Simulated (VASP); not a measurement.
# Bi (Fd-3m) in VASP: single point with PBEsol

Aim: the single point of Bi with PBEsol.

All numbers are computed with VASP 6.6.1; they aren't measurements. Logs are shortened: lines on timing, memory, paths and dates and some standing lists are left out, and cuts for length are marked.

**1. The cell of the first run**

The structure is cubic, space group Fd-3m (No. 227). The conventional cell has a = 6.868 Å, b = 6.868 Å, c = 6.868 Å, α = 90.00°, β = 90.00°, γ = 90.00°. Within 3.9 Å of Bi (site symmetry -43m) lie 4 Bi at 2.97 Å.

**2. Single point, PBEsol (volume scaled by 0.88)**

INCAR reads:

```
SYSTEM = Bi
PREC     = Accurate       ! precision mode
ENCUT    = 520            ! plane-wave cutoff, eV
EDIFF    = 1E-7           ! SCF threshold, eV
ISMEAR   = -1             ! smearing method
SIGMA    = 0.08           ! smearing width, eV
LREAL    = .False.        ! projectors in reciprocal space
LASPH    = .True.         ! aspherical terms in the spheres
NELM     = 100            ! most SCF steps
ALGO     = Normal         ! electronic algorithm
ISIF     = 2              ! what is computed and relaxed
LWAVE    = .False.        ! write WAVECAR
LCHARG   = .False.        ! write CHGCAR
GGA      = PS             ! functional
NBANDS   = 22             ! bands
```

KPOINTS reads:

```
Automatic mesh
0
Gamma
  11 11 11
  0 0 0
```

POSCAR reads:

```
Bi
1.0
    0.0000000000      3.4337950079      3.4337950079
    3.4337950079      0.0000000000      3.4337950079
    3.4337950079      3.4337950079      0.0000000000
Bi
2
Direct
   -0.1250000000     -0.1250000000     -0.1250000000
    0.1250000000      0.1250000000      0.1250000000
```

Potentials or basis: VASP PAW PBE potentials, release 64 (Bi_d).

Started as:

```
$ cat potpaw_PBE.64/Bi_d/POTCAR > POTCAR
$ mpirun -np 1 vasp_std > vasp.out
```

OUTCAR:

```text
SYSTEM = Bi
   PREC = Accurate
   ENCUT = 520
   EDIFF = 1E-7
   ISMEAR = -1
   LREAL = .False.
   LASPH = .True.
   NELM = 100
   ISIF = 2
   GGA = PS

 ion  position               nearest neighbor table
   1  0.875  0.875  0.875-   2 2.97   2 2.97   2 2.97   2 2.97
   2  0.125  0.125  0.125-   1 2.97   1 2.97   1 2.97   1 2.97

  LATTYP: Found a face centered cubic cell.
 ALAT       =     6.8675900158

  Lattice vectors:

 A1 = (   0.0000000000,   3.4337950079,   3.4337950079)
 A2 = (   3.4337950079,   0.0000000000,   3.4337950079)
 A3 = (   3.4337950079,   3.4337950079,   0.0000000000)

Analysis of symmetry for initial positions (statically):
=====================================================================
 Subroutine PRICEL returns:
 Original cell was already a primitive cell.

 Routine SETGRP: Setting up the symmetry group for a
 face centered cubic supercell.

 Subroutine GETGRP returns: Found 48 space group operations
 (whereof 12 operations were pure point group operations)
 out of a pool of 48 trial point group operations.

The static configuration has the point symmetry D_3d.
 The point group associated with its full space group is O_h .

Analysis of symmetry for dynamics (positions and initial velocities):
=====================================================================
 Subroutine PRICEL returns:
 Original cell was already a primitive cell.

 Routine SETGRP: Setting up the symmetry group for a
 face centered cubic supercell.

 Subroutine GETGRP returns: Found 48 space group operations
 (whereof 12 operations were pure point group operations)
 out of a pool of 48 trial point group operations.

The dynamic configuration has the point symmetry D_3d.
 The point group associated with its full space group is O_h .

 Subroutine INISYM returns: Found 48 space group operations
 (whereof 12 operations are pure point group operations),
 and found     1 'primitive' translations

----------------------------------------------------------------------------------------

                                     Primitive cell

  volume of cell :      80.9754

  direct lattice vectors                    reciprocal lattice vectors
     0.000000000  3.433795008  3.433795008    -0.145611488  0.145611488  0.145611488
     3.433795008  0.000000000  3.433795008     0.145611488 -0.145611488  0.145611488
     3.433795008  3.433795008  0.000000000     0.145611488  0.145611488 -0.145611488

  length of vectors
     4.856119471  4.856119471  4.856119471     0.252206495  0.252206495  0.252206495

  position of ions in fractional coordinates (direct lattice)
     0.875000000  0.875000000  0.875000000
     0.125000000  0.125000000  0.125000000

  ion indices of the primitive-cell ions
   primitive index   ion index
                 1           1
                 2           2

----------------------------------------------------------------------------------------

 KPOINTS: Automatic mesh

Automatic generation of k-mesh.
 Grid dimensions read from file:
 generate k-points for:   11   11   11

 Generating k-lattice:

  Cartesian coordinates                     Fractional coordinates (reciprocal lattice)
    -0.013237408  0.013237408  0.013237408     0.090909091  0.000000000  0.000000000
     0.013237408 -0.013237408  0.013237408     0.000000000  0.090909091  0.000000000
     0.013237408  0.013237408 -0.013237408     0.000000000  0.000000000  0.090909091

  Length of vectors
     0.022927863  0.022927863  0.022927863

  Shift w.r.t. Gamma in fractional coordinates (k-lattice)
     0.000000000  0.000000000  0.000000000

 Subroutine IBZKPT returns following result:
 ===========================================

 Found     56 irreducible k-points:

 Following reciprocal coordinates:
            Coordinates               Weight
  0.000000  0.000000  0.000000      1.000000
  0.090909  0.000000  0.000000      8.000000
  0.181818  0.000000  0.000000      8.000000
  0.272727  0.000000  0.000000      8.000000
  0.363636  0.000000  0.000000      8.000000
  0.454545  0.000000  0.000000      8.000000
[... 16 lines left out ...]
 -0.272727  0.181818  0.000000     24.000000
 -0.181818  0.181818  0.000000     12.000000
 [... further k-points ...]
   k-points           NKPTS =     56   k-points in BZ     NKDIM =     56   number of bands    NBANDS=     22
   number of dos      NEDOS =    301   number of ions     NIONS =      2
   total plane-waves  NPLWV =  46656
   dimension x,y,z NGX =    36 NGY =   36 NGZ =   36
   dimension x,y,z NGXF=    72 NGYF=   72 NGZF=   72
   ions per type =               2
   NGX,Y,Z   is equivalent  to a cutoff of  12.32, 12.32, 12.32 a.u.
   NGXF,Y,Z  is equivalent  to a cutoff of  24.65, 24.65, 24.65 a.u.
 SYSTEM =  Bi
   PREC   = accura    normal or accurate (medium, high low for compatibility)
   ISTART =      0    job   : 0-new  1-cont  2-samecut
   ICHARG =      2    charge: 1-file 2-atom 10-const
   ISPIN  =      1    spin polarized calculation?
   LNONCOLLINEAR =      F non collinear calculations
   LSORBIT =      F    spin-orbit coupling
   LASPH  =      T    aspherical Exc in radial PAW
   ENCUT  =  520.0 eV  38.22 Ry    6.18 a.u.   9.03  9.03  9.03*2*pi/ulx,y,z
   NELM   =    100;   NELMIN=  2; NELMDL= -5     # of ELM steps
   EDIFF  = 0.1E-06   stopping-criterion for ELM
   LREAL  =      F    real-space projection
   EDIFFG = 0.1E-05   stopping-criterion for IOM
   NSW    =      0    number of steps for IOM
   IBRION =     -1    ionic relax: 0-MD 1-quasi-New 2-CG
   NFREE  =      0    steps in history (QN), initial steepest desc. (CG)
   ISIF   =      2    stress and relaxation
   ISYM   =      2    0-nonsym 1-usesym 2-fastsym
   POTIM  = 0.5000    time-step for ionic-motion
   TEBEG  =    0.0;   TEEND  =   0.0 temperature during run
   PSTRESS=    0.0 pullay stress
   NELECT =      30.0000    total number of electrons
   NUPDOWN=      -1.0000    fix difference up-down
   EMIN   =  10.00;   EMAX   =-10.00  energy-range for DOS
   EFERMI =   0.00;   METHOD = LEGACY
   ISMEAR =    -1;   SIGMA  =   0.08  broadening in eV -4-tet -1-fermi 0-gaus
   EFERMI_NEDOS =   21; number of points for ismear=-14 and -15
   IALGO  =     38    algorithm
   IMIX   =      4    mixing-type and parameters
     AMIX     =   0.40;   BMIX     =  1.00
     AMIX_MAG =   1.60;   BMIX_MAG =  1.00
  volume/ion in A,a.u.               =      40.49       273.22
  Fermi-wavevector in a.u.,A,eV,Ry     =   1.175793  2.221927 18.809909  1.382489
  Thomas-Fermi vector in A             =   2.312168
   LORBIT       =      0    0 simple, 1 ext, 2 COOP (PROOUT), +10 PAW based schemes
   GGA     = PS    functional components
   LHFCALC =     F    Hartree Fock is set to
   AEXX    =    0.0000 exact exchange contribution
   IVDW    =     0    specifies the selected vdW correction
   LEPSILON=     F    determine dielectric tensor
   LRPA    =     F    only Hartree local field effects (RPA)
 non-spin polarized calculation
  energy-cutoff  :      520.00
  volume of cell :       80.98
 maximum number of plane-waves:      2199
   NGX = 19   NGY = 19   NGZ = 19

 number of electron      29.9999984 magnetization

 Free energy of the ion-electron system (eV)
  ---------------------------------------------------
  ext. energy  EPLUGINS =         0.00000000
  ---------------------------------------------------
  free energy    TOTEN  =        -7.90834612 eV

  energy without entropy =       -7.88656280  energy(sigma->0) =       -7.89745446

 E-fermi :   4.9346     XC(G=0):  -8.8379

 val. band max:        4.9229804904   @ k =  -0.4545   0.3636   0.1818
 cond. band min:       5.0019218617   @ k =   0.1818   0.1818   0.0000
 fundamental gap:      0.0789413713
 Fermi energy:         4.9345846598

 k-point     1 :       0.0000    0.0000    0.0000
  band No.  band energies     occupation
      1     -17.9735      2.00000
      2     -17.9735      2.00000
      3     -17.9735      2.00000
      4     -17.9060      2.00000
      5     -17.9060      2.00000
      6     -17.6243      2.00000
[... 14 lines left out ...]
     21      12.2433      0.00000
     22      12.3342      0.00000

 k-point     2 :       0.0909    0.0000    0.0000
  band No.  band energies     occupation
      1     -17.9786      2.00000
      2     -17.9786      2.00000
      3     -17.9715      2.00000
      4     -17.8989      2.00000
      5     -17.8989      2.00000
      6     -17.6402      2.00000
[... 14 lines left out ...]
     21      11.5976      0.00000
     22      12.0315      0.00000

 k-point     3 :       0.1818    0.0000    0.0000
  band No.  band energies     occupation
      1     -17.9887      2.00000
      2     -17.9887      2.00000
      3     -17.9662      2.00000
      4     -17.8835      2.00000
      5     -17.8835      2.00000
      6     -17.6574      2.00000
[... 14 lines left out ...]
     21      11.2099      0.00000
     22      11.7068      0.00000

 k-point     4 :       0.2727    0.0000    0.0000
  band No.  band energies     occupation
      1     -17.9977      2.00000
      2     -17.9977      2.00000
      3     -17.9589      2.00000
      4     -17.8682      2.00000
      5     -17.8682      2.00000
      6     -17.6715      2.00000
[... 14 lines left out ...]
     21      11.2017      0.00000
     22      12.1212      0.00000

 k-point     5 :       0.3636    0.0000    0.0000
  band No.  band energies     occupation
      1     -18.0036      2.00000
      2     -18.0036      2.00000
      3     -17.9519      2.00000
      4     -17.8570      2.00000
      5     -17.8570      2.00000
      6     -17.6809      2.00000
[... 417 lines left out ...]
 k-point    22 :      -0.3636    0.1818    0.0000
  band No.  band energies     occupation
      1     -18.0277      2.00000
      2     -18.0146      2.00000
      3     -17.9132      2.00000
      4     -17.8416      2.00000
      5     -17.8236      2.00000
      6     -17.7150      2.00000
[... 14 lines left out ...]
     21      11.7398      0.00000
     22      13.3677      0.00000

 k-point    23 :      -0.2727    0.1818    0.0000
  band No.  band energies     occupation
      1     -18.0196      2.00000
      2     -18.0120      2.00000
      3     -17.9251      2.00000
      4     -17.8565      2.00000
      5     -17.8306      2.00000
      6     -17.7110      2.00000
[... 14 lines left out ...]
     21      12.0328      0.00000
     22      13.1010      0.00000

 k-point    24 :      -0.1818    0.1818    0.0000
  band No.  band energies     occupation
      1     -18.0068      2.00000
      2     -18.0059      2.00000
      3     -17.9438      2.00000
      4     -17.8691      2.00000
      5     -17.8474      2.00000
      6     -17.6967      2.00000
[... 14 lines left out ...]
     21      11.2665      0.00000
     22      13.6068      0.00000

 [... further k-points ...]
[... 5 lines left out ...]
  --------------------------------------------------------------------------------------
  -------------------------------------------------------------------------------------
  Total        2.7063236      2.7063236      2.7063236     -0.0000000     -0.0000000      0.0000000
  in kB       53.5472553     53.5472553     53.5472553     -0.0000000     -0.0000000      0.0000000
  external PRESSURE =      53.5472553 kB  Pullay stress =       0.0000000 kB

 VOLUME and BASIS-vectors are now :
 -----------------------------------------------------------------------------
  energy-cutoff  :      520.00
  volume of cell :       80.98
      direct lattice vectors                 reciprocal lattice vectors
     0.000000000  3.433795008  3.433795008    -0.145611488  0.145611488  0.145611488
     3.433795008  0.000000000  3.433795008     0.145611488 -0.145611488  0.145611488
     3.433795008  3.433795008  0.000000000     0.145611488  0.145611488 -0.145611488

 POSITION                                       TOTAL-FORCE (eV/Angst)
 -----------------------------------------------------------------------------------
      6.00914      6.00914      6.00914         0.000000      0.000000      0.000000
      0.85845      0.85845      0.85845        -0.000000     -0.000000     -0.000000
 -----------------------------------------------------------------------------------
    total drift:                                0.000000      0.000000      0.000000

  FREE ENERGIE OF THE ION-ELECTRON SYSTEM (eV)
  ---------------------------------------------------
  free  energy   TOTEN  =        -7.9083461165 eV

  energy  without entropy=       -7.8865627976  energy(sigma->0) =       -7.89745446
```

It took 1.8 min on 1 thread of Intel Xeon Platinum 8259CL at 2.50GHz (Skylake/Cascade Lake), shared host; peak memory 0.23 GiB.

Results:

```yaml
Free_energy: -7.9083 eV
Pressure: 5.4 GPa
Band_gap_on_the_k_mesh: zero (band 15 reaches 5.40 eV, above the bottom of band 16 at 4.50 eV)
```

Caveat: the PAW data sets were made with another functional, which shifts forces and pressure a little; spin-orbit coupling is left out, which moves the levels of the heavy elements.
